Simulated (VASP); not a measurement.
# SrO in VASP: a series of runs, part 2 of 2

VASP 6.6.1.

## Step 3: Single point, PBEsol

This run uses another cell than the first one, of 21.03 Å³/atom, 0.952 times its volume.

Input file INCAR:

```
SYSTEM = SrO
PREC = Accurate
ENCUT = 520
EDIFF = 1E-6
ISMEAR = 0
SIGMA = 0.05
LREAL = .False.
LASPH = .True.
NELM = 100
ALGO = Normal
ISIF = 2
LWAVE = .False.
LCHARG = .False.
GGA = PS
NBANDS = 15
```

Input file KPOINTS:

```
regular mesh
0
Gamma
  10 10 10
  0 0 0
```

Input file POSCAR:

```
SrO
1.0
    0.0000000000      2.7416339885      2.7693272611
    2.7693272611      0.0000000000      2.7693272611
    2.7693272611      2.7416339885      0.0000000000
Sr O
1 1
Direct
    0.0000000000      0.0000000000      0.0000000000
    0.2500000000      0.2500000000      0.2500000000
```

Potentials or basis: VASP PAW PBE potentials, release 64 (Sr_sv, O).

Started as:

```bash
$ cat potpaw_PBE.64/Sr_sv/POTCAR potpaw_PBE.64/O/POTCAR > POTCAR
$ mpirun -np 1 vasp_std > vasp.out
```

OUTCAR:

```text
SYSTEM = SrO
   PREC = Accurate
   ENCUT = 520
   EDIFF = 1E-6
   ISMEAR = 0
   LREAL = .False.
   LASPH = .True.
   NELM = 100
   ISIF = 2
   GGA = PS

 ion  position               nearest neighbor table
   1  0.000  0.000  0.000-   2 2.39   2 2.39   2 2.39   2 2.39
   2  0.250  0.250  0.250-   1 2.39   1 2.39   1 2.39   1 2.39

  LATTYP: Found a body centered tetragonal cell.
 ALAT       =     3.9164201713
 C/A-ratio  =     1.4000714268

  Lattice vectors:

[... 621 lines left out ...]

  FORCE on cell =-STRESS in cart. coord.  units (eV):
  Direction    XX          YY          ZZ          XY          YZ          ZX
  --------------------------------------------------------------------------------------
  -------------------------------------------------------------------------------------
  Total        0.3173379      0.3394765      0.3173379      0.0000000      0.0000000      0.0000000
  in kB       12.0905078     12.9339840     12.0905078      0.0000000      0.0000000      0.0000000
  external PRESSURE =      12.3716665 kB  Pullay stress =       0.0000000 kB

 VOLUME and BASIS-vectors are now :
 -----------------------------------------------------------------------------
  energy-cutoff  :      520.00
  volume of cell :       42.05
      direct lattice vectors                 reciprocal lattice vectors
     0.000000000  2.741633988  2.769327261    -0.180549264  0.182372994  0.180549264
     2.769327261  0.000000000  2.769327261     0.180549264 -0.182372994  0.180549264
     2.769327261  2.741633988  0.000000000     0.180549264  0.182372994 -0.180549264

 POSITION                                       TOTAL-FORCE (eV/Angst)
 -----------------------------------------------------------------------------------
      0.00000      0.00000      0.00000        -0.000000     -0.000000     -0.000000
      1.38466      1.37082      1.38466         0.000000      0.000000      0.000000
 -----------------------------------------------------------------------------------
    total drift:                               -0.000000     -0.000000     -0.000000

  FREE ENERGIE OF THE ION-ELECTRON SYSTEM (eV)
  ---------------------------------------------------
  free  energy   TOTEN  =       -12.2680581427 eV

  energy  without entropy=      -12.2680581427  energy(sigma->0) =      -12.26805814
```

OSZICAR:

```text
N       E                     dE             d eps       ncg     rms          rms(c)
DAV:   1     0.713212631164E+02    0.71321E+02   -0.82547E+03  3068   0.102E+03
DAV:   2    -0.112558346064E+02   -0.82577E+02   -0.75571E+02  4150   0.214E+02
DAV:   3    -0.150473345324E+02   -0.37915E+01   -0.37742E+01  3996   0.427E+01
DAV:   4    -0.151415722612E+02   -0.94238E-01   -0.94219E-01  4099   0.641E+00
DAV:   5    -0.151432386879E+02   -0.16664E-02   -0.16664E-02  4067   0.660E-01    0.195E+01
DAV:   6    -0.124935225130E+02    0.26497E+01   -0.89749E+00  3095   0.217E+01    0.206E+01
DAV:   7    -0.123050342196E+02    0.18849E+00   -0.54370E-01  3333   0.600E+00    0.105E+01
DAV:   8    -0.122606135998E+02    0.44421E-01   -0.15582E-01  3879   0.353E+00    0.152E+00
DAV:   9    -0.122657642629E+02   -0.51507E-02   -0.51162E-03  4290   0.536E-01    0.329E-01
DAV:  10    -0.122679391725E+02   -0.21749E-02   -0.16623E-03  3165   0.281E-01    0.466E-02
DAV:  11    -0.122680197043E+02   -0.80532E-04   -0.73382E-05  3781   0.549E-02    0.592E-02
DAV:  12    -0.122680588062E+02   -0.39102E-04   -0.42596E-05  3179   0.443E-02    0.869E-03
DAV:  13    -0.122680581427E+02    0.66351E-06   -0.85027E-07  2986   0.962E-03
   1 F= -.12268058E+02 E0= -.12268058E+02  d E =-.572124E-16
```

stdout:

```text
POSCAR found type information on POSCAR SrO
 POSCAR found :  2 types and       2 ions
 scaLAPACK will be used
 -----------------------------------------------------------------------------
|                                                                             |
|                                                                             |
|     You enforced a specific xc type in the INCAR file but a different       |
|     I HOPE YOU KNOW WHAT YOU ARE DOING!                                     |
|                                                                             |
 -----------------------------------------------------------------------------

 LDA part: xc-table for (Slater+PW92), standard interpolation
 POSCAR, INCAR and KPOINTS ok, starting setup
 FFT: planning ... GRIDC
 FFT: planning ... GRID_SOFT
 FFT: planning ... GRID
 WAVECAR not read
 entering main loop
```

Run time: 78 s. Hardware: 1 thread of AMD EPYC 7R43 (Zen 3), shared host; peak memory 0.17 GiB.

Results:

```
Free energy            : -12.2681 eV
Pressure               : 1.2 GPa
Band gap on the k mesh : 2.48 eV, indirect (least direct gap 3.42 eV)
```

Caveat: the PAW data sets were made with another functional, which shifts forces and pressure a little. A k mesh can miss the band edges.

## Step 4: Single point, PBEsol (atom 2 (O) moved 0.05 Å along z)

Input file INCAR:

```
  ALGO = Normal
  EDIFF = 1E-7
  ENCUT = 520
  GGA = PS
  ISIF = 2
  ISMEAR = 0
  LASPH = True
  LCHARG = False
  LREAL = False
  LWAVE = False
  NBANDS = 15
  NELM = 80
  PREC = Accurate
  SIGMA = 0.05
```

Input file KPOINTS:

```
k-points
0
Gamma
  10 10 10
```

Input file POSCAR:

```
SrO
1.0
    0.0000000000      2.7693272611      2.7693272611
    2.7693272611      0.0000000000      2.7693272611
    2.7693272611      2.7693272611      0.0000000000
Sr O
1 1
Direct
    0.0000000000      0.0000000000      0.0000000000
    0.2590274632      0.2590274632      0.2409725368
```

Potentials or basis: VASP PAW PBE potentials, release 64 (Sr_sv, O).

Started as:

```bash
$ cat potpaw_PBE.64/Sr_sv/POTCAR potpaw_PBE.64/O/POTCAR > POTCAR
$ mpirun -np 1 vasp_std > vasp.out
```

OUTCAR:

```text
EDIFF = 1E-7
   ENCUT = 520
   GGA = PS
   ISIF = 2
   ISMEAR = 0
   LASPH = True
   LREAL = False
   NELM = 80
   PREC = Accurate

 ion  position               nearest neighbor table
   1  0.000  0.000  0.000-   2 2.37   2 2.37   2 2.43   2 2.43
   2  0.259  0.259  0.241-   1 2.37   1 2.37   1 2.43   1 2.43

  LATTYP: Found a face centered cubic cell.
 ALAT       =     5.5386545222

  Lattice vectors:

 A1 = (   0.0000000000,   2.7693272611,   2.7693272611)
[... 619 lines left out ...]
------------------------ aborting loop because EDIFF is reached ----------------------------------------

  FORCE on cell =-STRESS in cart. coord.  units (eV):
  Direction    XX          YY          ZZ          XY          YZ          ZX
  --------------------------------------------------------------------------------------
  -------------------------------------------------------------------------------------
  Total        0.1718957      0.1718957      0.1489926     -0.2792941      0.0000000      0.0000000
  in kB        6.4836992      6.4836992      5.6198193    -10.5346337      0.0000000      0.0000000
  external PRESSURE =       6.1957393 kB  Pullay stress =       0.0000000 kB

 VOLUME and BASIS-vectors are now :
 -----------------------------------------------------------------------------
  energy-cutoff  :      520.00
  volume of cell :       42.48
      direct lattice vectors                 reciprocal lattice vectors
     0.000000000  2.769327261  2.769327261    -0.180549264  0.180549264  0.180549264
     2.769327261  0.000000000  2.769327261     0.180549264 -0.180549264  0.180549264
     2.769327261  2.769327261  0.000000000     0.180549264  0.180549264 -0.180549264

 POSITION                                       TOTAL-FORCE (eV/Angst)
 -----------------------------------------------------------------------------------
      0.00000      0.00000      0.00000         0.000000      0.000000      0.278491
      1.38466      1.38466      1.43466         0.000000      0.000000     -0.278491
 -----------------------------------------------------------------------------------
    total drift:                               -0.000000     -0.000000     -0.000018

  FREE ENERGIE OF THE ION-ELECTRON SYSTEM (eV)
  ---------------------------------------------------
  free  energy   TOTEN  =       -12.2637840438 eV

  energy  without entropy=      -12.2637840438  energy(sigma->0) =      -12.26378404
```

OSZICAR:

```text
N       E                     dE             d eps       ncg     rms          rms(c)
DAV:   1     0.713313784918E+02    0.71331E+02   -0.81196E+03  5138   0.101E+03
DAV:   2    -0.112198782008E+02   -0.82551E+02   -0.74987E+02  6966   0.213E+02
DAV:   3    -0.150339433343E+02   -0.38141E+01   -0.37929E+01  6803   0.427E+01
DAV:   4    -0.151385649895E+02   -0.10462E+00   -0.10460E+00  6683   0.670E+00
DAV:   5    -0.151407638503E+02   -0.21989E-02   -0.21988E-02  7098   0.746E-01    0.192E+01
DAV:   6    -0.124933184363E+02    0.26474E+01   -0.90308E+00  5172   0.216E+01    0.203E+01
DAV:   7    -0.123013300878E+02    0.19199E+00   -0.55300E-01  5529   0.603E+00    0.104E+01
DAV:   8    -0.122562266872E+02    0.45103E-01   -0.15708E-01  6509   0.354E+00    0.152E+00
DAV:   9    -0.122614568916E+02   -0.52302E-02   -0.51842E-03  7170   0.541E-01    0.330E-01
DAV:  10    -0.122636600440E+02   -0.22032E-02   -0.16945E-03  5305   0.282E-01    0.466E-02
DAV:  11    -0.122637442170E+02   -0.84173E-04   -0.74197E-05  6215   0.550E-02    0.588E-02
DAV:  12    -0.122637845058E+02   -0.40289E-04   -0.44109E-05  5319   0.446E-02    0.865E-03
DAV:  13    -0.122637838965E+02    0.60930E-06   -0.89075E-07  6584   0.912E-03    0.609E-03
DAV:  14    -0.122637840308E+02   -0.13431E-06   -0.34390E-07  5739   0.431E-03    0.152E-03
DAV:  15    -0.122637840438E+02   -0.12977E-07   -0.23090E-08  4980   0.119E-03
   1 F= -.12263784E+02 E0= -.12263784E+02  d E =-.448124E-12
```

Run time: 2.5 min. Hardware: 1 thread of AMD EPYC 7R43 (Zen 3), shared host; peak memory 0.21 GiB.

What came out:

| Item | Value |
| --- | --- |
| Free energy | -12.2638 eV |
| Pressure | 0.6 GPa |
| Largest force | 0.278 eV/Å |
| Band gap on the k mesh | 2.46 eV, indirect (least direct gap 3.35 eV) |

Forces in eV/Å, atoms in the order of the input:
```
Sr   0.000  0.000  0.278
O    0.000  0.000 -0.278
```

Stress tensor (GPa, compression positive):
```
 0.65 -1.05  0.00
-1.05  0.65  0.00
 0.00  0.00  0.56
```

Caveat: the cell differs from its parent crystal (atom 2 (O) moved 0.05 Å along z); the PAW data sets were made with another functional, which shifts forces and pressure a little. A k mesh can miss the band edges.

## Step 5: Overview

```csv
cell,gap on the mesh (eV),pressure (GPa)
"a = 3.968 Å, angles 60.0°, 2 atoms",2.36,-1.9
"a = 3.897, b = 3.916 Å, angles 59.8, 60.3, 59.8°, 2 atoms",2.48,1.2
"a = 3.916 Å, angles 60.0°, 2 atoms",2.46,0.6
```

Alike in all rows: task single point; level PBEsol; potentials or basis VASP PAW PBE potentials, release 64 (Sr_sv, O); no spin polarisation; k mesh 10 × 10 × 10; cutoff (eV) 520; smearing gaussian 0.05 eV.

Caveats: the PAW data sets were made with another functional, which shifts forces and pressure a little.

Total energies depend on the potentials used, so only differences within one code and one set of settings carry meaning.
